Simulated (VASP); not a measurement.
# CuAu (R-3m) in VASP: a series of runs, part 2 of 2

VASP 6.6.1. The steps go on from the part before.

## Step 4: Single point, PBEsol, non-collinear spin, zero start, spin-orbit coupling

This run uses another cell than the first one, of 15.35 Å³/atom.

File INCAR:

```
SYSTEM = CuAu
PREC = Accurate ; ENCUT = 520
EDIFF = 1E-6 ; ISMEAR = -1
SIGMA = 0.05 ; LREAL = .FALSE.
LASPH = .TRUE. ; NELM = 150
ALGO = Normal ; ISIF = 2
LWAVE = .FALSE. ; LCHARG = .FALSE.
LNONCOLLINEAR = .TRUE. ; MAGMOM = 0 0 0 0 0 0
LORBIT = 11 ; LSORBIT = .TRUE.
GGA_COMPAT = .FALSE. ; LORBMOM = .TRUE.
LMAXMIX = 4 ; GGA = PS
NBANDS = 34
```

File KPOINTS:

```
Automatic mesh
0
G
  11 11 11
  0 0 0
```

File POSCAR:

```
CuAu
1.0
    1.4430568479      0.8331492596      4.2561707609
   -1.4430568479      0.8331492596      4.2561707609
    0.0000000000     -1.6662985192      4.2561707609
Au Cu
1 1
Direct
    0.0000000000      0.0000000000      0.0000000000
    0.5000000000      0.5000000000      0.5000000000
```

Command:

```sh
cat potpaw_PBE.64/Au/POTCAR potpaw_PBE.64/Cu/POTCAR > POTCAR
mpirun -np 1 vasp_ncl > vasp.out
```

It took 20 min on 1 thread of Intel Xeon 8259CL, shared host; peak memory 0.52 GiB.

It converged, with:

```yaml
Free_energy: -8.4632 eV
Pressure: -8.8 GPa
Net_moment: 0.00 μB per cell
Valence_electrons_inside_the_program's_atomic_spheres: Au 9.67; Cu 9.87
```

Stress tensor (GPa, compression positive):
```
-9.45  0.00  0.00
 0.00 -9.45  0.00
 0.00  0.00 -7.60
```

Moments on the atoms (μB; x, y, z):
```
Au  0.00 0.00 0.00
Cu  0.00 0.00 0.00
```

Caveat: the cell stands under tension; the PAW data sets were made with another functional, which shifts forces and pressure a little.

## Step 5: Single point, PBEsol

This run uses another cell than the first one, of 14.43 Å³/atom.

File INCAR:

```
SYSTEM = CuAu
PREC = Accurate
ENCUT = 520
EDIFF = 1E-6
ISMEAR = -1
SIGMA = 0.05
LREAL = .False.
LASPH = .True.
NELM = 100
ALGO = Fast
ISIF = 2
LWAVE = .False.
LCHARG = .True.
GGA = PS
LELF = .True.
LVHAR = .True.
NBANDS = 18
```

File KPOINTS:

```
regular mesh
0
Gamma
  11 11 11
  0 0 0
```

File POSCAR:

```
CuAu
1.0
    1.4135984423      0.8161414412      4.1692857537
   -1.4135984423      0.8161414412      4.1692857537
    0.0000000000     -1.6322828824      4.1692857537
Au Cu
1 1
Direct
    0.0000000000      0.0000000000      0.0000000000
    0.5000000000      0.5000000000      0.5000000000
```

Potentials or basis: VASP PAW PBE potentials, release 64 (Au, Cu).

Command:

```sh
cat potpaw_PBE.64/Au/POTCAR potpaw_PBE.64/Cu/POTCAR > POTCAR
mpirun -np 1 vasp_std > vasp.out
```

OUTCAR:

```text
SYSTEM = CuAu
   PREC = Accurate
   ENCUT = 520
   EDIFF = 1E-6
   ISMEAR = -1
   LREAL = .False.
   LASPH = .True.
   NELM = 100
   ISIF = 2
   GGA = PS

 ion  position               nearest neighbor table
   1  0.000  0.000  0.000-   2 2.65   2 2.65   2 2.65   2 2.65   2 2.65   2 2.65
   2  0.500  0.500  0.500-   1 2.65   1 2.65   1 2.65   1 2.65   1 2.65   1 2.65

  LATTYP: Found a trigonal (rhomboedric) cell.
 ALAT       =     4.4774201393
 COS(alpha) =     0.8006453295

[... 693 lines left out ...]

------------------------ aborting loop because EDIFF is reached ----------------------------------------

  FORCE on cell =-STRESS in cart. coord.  units (eV):
  Direction    XX          YY          ZZ          XY          YZ          ZX
  --------------------------------------------------------------------------------------
  -------------------------------------------------------------------------------------
  Total       -0.0448298     -0.0448298      0.5065646      0.0000000      0.0000000      0.0000000
  in kB       -2.4887052     -2.4887052     28.1216659      0.0000000      0.0000000      0.0000000
  external PRESSURE =       7.7147519 kB  Pullay stress =       0.0000000 kB

 VOLUME and BASIS-vectors are now :
 -----------------------------------------------------------------------------
  energy-cutoff  :      520.00
  volume of cell :       28.86
      direct lattice vectors                 reciprocal lattice vectors
     1.413598442  0.816141441  4.169285754     0.353707238  0.204212969  0.079949745
    -1.413598442  0.816141441  4.169285754    -0.353707238  0.204212969  0.079949745
     0.000000000 -1.632282882  4.169285754     0.000000000 -0.408425938  0.079949745

 POSITION                                       TOTAL-FORCE (eV/Angst)
 -----------------------------------------------------------------------------------
      0.00000      0.00000      0.00000         0.000000     -0.000000     -0.000000
      0.00000      0.00000      6.25393         0.000000      0.000000      0.000000
 -----------------------------------------------------------------------------------
    total drift:                                0.000000     -0.000000      0.000000

  FREE ENERGIE OF THE ION-ELECTRON SYSTEM (eV)
  ---------------------------------------------------
  free  energy   TOTEN  =        -8.1955659299 eV

  energy  without entropy=       -8.1878063804  energy(sigma->0) =       -8.19168616
```

OSZICAR:

```text
N       E                     dE             d eps       ncg     rms          rms(c)
DAV:   1     0.128884870080E+03    0.12888E+03   -0.10952E+04  5682   0.172E+03
DAV:   2    -0.406029346362E+01   -0.13295E+03   -0.12449E+03  5354   0.299E+02
DAV:   3    -0.935057040055E+01   -0.52903E+01   -0.51592E+01  6280   0.696E+01
[... 11 lines left out ...]
RMM:  15    -0.819557019135E+01   -0.10470E-04   -0.68658E-05  6285   0.954E-02    0.615E-02
RMM:  16    -0.819557033160E+01   -0.14024E-06   -0.28266E-05  6646   0.474E-02    0.227E-02
RMM:  17    -0.819556880869E+01    0.15229E-05   -0.32302E-06  4142   0.175E-02    0.258E-02
RMM:  18    -0.819556650241E+01    0.23063E-05   -0.20905E-06  3815   0.199E-02    0.672E-03
RMM:  19    -0.819556592990E+01    0.57251E-06   -0.11107E-06  3304   0.121E-02
   1 F= -.81955659E+01 E0= -.81916862E+01  d E =-.775955E-02
```

stdout:

```text
POSCAR found type information on POSCAR AuCu
 POSCAR found :  2 types and       2 ions
 scaLAPACK will be used
 -----------------------------------------------------------------------------
|                                                                             |
|                                                                             |
|     You enforced a specific xc type in the INCAR file but a different       |
|     I HOPE YOU KNOW WHAT YOU ARE DOING!                                     |
|                                                                             |
 -----------------------------------------------------------------------------

 LDA part: xc-table for (Slater+PW92), standard interpolation
 POSCAR, INCAR and KPOINTS ok, starting setup
 FFT: planning ... GRIDC
 FFT: planning ... GRID_SOFT
 FFT: planning ... GRID
 WAVECAR not read
 entering main loop
WARNING in EDDRMM: call to ZHEGV failed, returncode =   8  4     18
WARNING in EDDRMM: call to ZHEGV failed, returncode =   6  3     17
WARNING in EDDRMM: call to ZHEGV failed, returncode =   8  4     16
```

Wall time 6.2 min (1 thread of Intel Xeon 8259CL, shared host); peak memory 0.27 GiB.

Results:

* Free energy: -8.1956 eV
* Pressure: 0.8 GPa
* Band gap on the k mesh: zero (bands 11 and 12 overlap by 4.32 eV)

Levels at points of the mesh, in eV from the Fermi level:
```
           k point  band 7  band 8  band 9  band 10  band 11  band 12  band 13  band 14  band 15  band 16
(0.00, 0.00, 0.00)   -2.91   -2.34   -2.34    -1.64    -1.64    -0.33     4.92    14.50    16.47    16.47
```

Caveat: the PAW data sets were made with another functional, which shifts forces and pressure a little; spin-orbit coupling is left out, which moves the levels of the heavy elements.

## Step 6: Single point, PBEsol

This run uses another cell than the first one, of 15.66 Å³/atom.

File INCAR:

```
SYSTEM = CuAu
  ALGO = Normal
  EDIFF = 1E-6
  ENCUT = 520
  GGA = PS
  ISIF = 2
  ISMEAR = -1
  LASPH = .TRUE.
  LCHARG = .FALSE.
  LREAL = .FALSE.
  LWAVE = .FALSE.
  NBANDS = 18
  NELM = 80
  PREC = Accurate
  SIGMA = 0.05
```

File KPOINTS:

```
k-points
0
G
  11 11 11
  0 0 0
```

File POSCAR:

```
CuAu
1.0
    1.4526137943      0.8386669652      4.2843581437
   -1.4526137943      0.8386669652      4.2843581437
    0.0000000000     -1.6773339303      4.2843581437
Au Cu
1 1
Direct
    0.0000000000      0.0000000000      0.0000000000
    0.5000000000      0.5000000000      0.5000000000
```

Potentials or basis: VASP PAW PBE potentials, release 64 (Au, Cu).

Command:

```sh
cat potpaw_PBE.64/Au/POTCAR potpaw_PBE.64/Cu/POTCAR > POTCAR
mpirun -np 1 vasp_std > vasp.out
```

It took 3.8 min on 1 thread of Intel Xeon 8259CL, shared host; peak memory 0.27 GiB.

The run converged. Its results:

* Free energy: -8.1180 eV
* Pressure: -10.3 GPa
* Band gap on the k mesh: zero (bands 11 and 12 overlap by 4.11 eV)

Stress tensor (GPa, compression positive):
```
-10.69   0.00   0.00
  0.00 -10.69   0.00
  0.00   0.00  -9.42
```

Levels at points of the mesh, in eV from the Fermi level:
```tsv
k point	band 9	band 10	band 11	band 12	band 13	band 14
(0.00, 0.00, 0.00)	-2.13	-1.54	-1.54	-0.05	4.45	14.52
```

Caveat: the cell stands under tension; the PAW data sets were made with another functional, which shifts forces and pressure a little; spin-orbit coupling is left out, which moves the levels of the heavy elements.

## Step 7: Overview

```csv
level,potentials or basis,spin,cell,gap on the mesh (eV),pressure (GPa)
LDA,"VASP PAW LDA potentials, release 64 (Au, Cu)",off,"a = 4.631 Å, angles 36.8°, 2 atoms",none,-16.1
PBEsol,"VASP PAW PBE potentials, release 64 (Au, Cu)","non-collinear, zero start, SOC","a = 4.571 Å, angles 36.8°, 2 atoms",-,-8.8
PBEsol,"VASP PAW PBE potentials, release 64 (Au, Cu)",off,"a = 4.477 Å, angles 36.8°, 2 atoms",none,0.8
PBEsol,"VASP PAW PBE potentials, release 64 (Au, Cu)",off,"a = 4.601 Å, angles 36.8°, 2 atoms",none,-10.3
```

Alike in all rows: task single point; k mesh 11 × 11 × 11; cutoff (eV) 520; smearing fermi-dirac 0.05 eV.

Caveats: the cell stands under tension (at least some runs); spin-orbit coupling is left out, which moves the levels of the heavy elements (at least some runs); the PAW data sets were made with another functional, which shifts forces and pressure a little (at least some runs).

Total energies depend on the potentials used, so only differences within one code and one set of settings carry meaning.
